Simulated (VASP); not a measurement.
Input of a VASP 6.6.1 run:

INCAR

```
SYSTEM = NiPt4
ALGO = Normal
EDIFF = 1E-6
EDIFFG = -0.04
ENCUT = 600
GGA = PE
IBRION = 2
ISIF = 3
ISMEAR = 0
ISPIN = 2
LASPH = .True.
LCHARG = .False.
LMAXMIX = 4
LORBIT = 11
LREAL = .False.
LWAVE = .False.
MAGMOM = 2 2 0 0 0 0 0 0 0 0
NELM = 150
NSW = 90
PREC = Accurate
SIGMA = 0.1
```

File KPOINTS:

```
k-points
0
Gamma
  6 6 1
  0 0 0
```

File POSCAR:

```
NiPt4
1.0
    2.7961615400      0.0000000000      0.0000000000
   -1.3980807700      2.4215469300      0.0000000000
    0.0000000000      0.0000000000     21.9916470200
Ni Pt
2 8
Direct
    0.3333333300      0.6666666700      0.2500000000
    0.6666666700      0.3333333300      0.7500000000
    0.3333333300      0.6666666700      0.8500000000
    0.3333333300      0.6666666700      0.0500000000
    0.3333333300      0.6666666700      0.4500000000
    0.3333333300      0.6666666700      0.6500000000
    0.6666666700      0.3333333300      0.9500000000
    0.6666666700      0.3333333300      0.1500000000
    0.6666666700      0.3333333300      0.3500000000
    0.6666666700      0.3333333300      0.5500000000
```

Potentials or basis: VASP PAW PBE potentials, release 64 (Ni, Pt).

Command:

```bash
$ cat potpaw_PBE.64/Ni/POTCAR potpaw_PBE.64/Pt/POTCAR > POTCAR
$ mpirun -np 1 vasp_std > vasp.out
```

Task: Estimate the net moment.

Result: 2.64 μB per cell.

Task: Predict the site moments.

Result: Ni +0.86; Pt +0.17, +0.07 (each value once) μB.

Task: Predict the relaxed volume.

Result: 14.87 Å³/atom.

Forces on the atoms (eV/Å):
```
Ni   0.000  0.000  0.000
Ni   0.000  0.000  0.000
Pt   0.000  0.000 -0.037
Pt   0.000  0.000 -0.008
Pt   0.000  0.000  0.008
Pt   0.000  0.000  0.037
Pt   0.000  0.000  0.008
Pt   0.000  0.000  0.037
Pt   0.000  0.000 -0.037
Pt   0.000  0.000 -0.008
```

Caveat: the k points lie up to 0.44 Å⁻¹ apart in the final cell.
